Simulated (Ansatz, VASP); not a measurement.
# Al2Pt in VASP and in Ansatz

```
Al Pt
1.0
     4.20475    0.00000    0.00000
    -2.10237    3.64142    0.00000
     0.00000    0.00000   16.58290
Al Pt
6 3
Direct
  0.00000 0.00000 0.24121
  0.33333 0.66667 0.34473
  0.66667 0.33333 0.44824
  0.00000 0.00000 0.55176
  0.33333 0.66667 0.65527
  0.66667 0.33333 0.75879
  0.66667 0.33333 0.29297
  0.33333 0.66667 0.50000
  0.00000 0.00000 0.70703
```

Alike in both runs: task single point; functional PBE; k mesh 9 × 9 × 1; occupations gaussian, width 0.1 eV; no spin polarisation.

```csv
,VASP,Ansatz
version,VASP 6.6.1,Ansatz 0.2.0
potentials or method,"VASP PAW PBE potentials, release 64 (Al, Pt), cutoff 520 eV","scalar-relativistic, plane waves, PAW"
valence electrons in the cell,48,72
```

```tsv
	VASP	Ansatz	Ansatz less VASP
gap on the k mesh at the Fermi level (eV)	none	none	-
rms of the force components (eV/Å)	0.220	0.219	-0.0009
```

A gap of «none» marks a metal or a gap that the smearing closes. VASP's potentials hold 48 valence electrons a cell and Ansatz's 72, so a difference there can come from the potentials and not from the codes.

Spin-orbit coupling is off throughout.
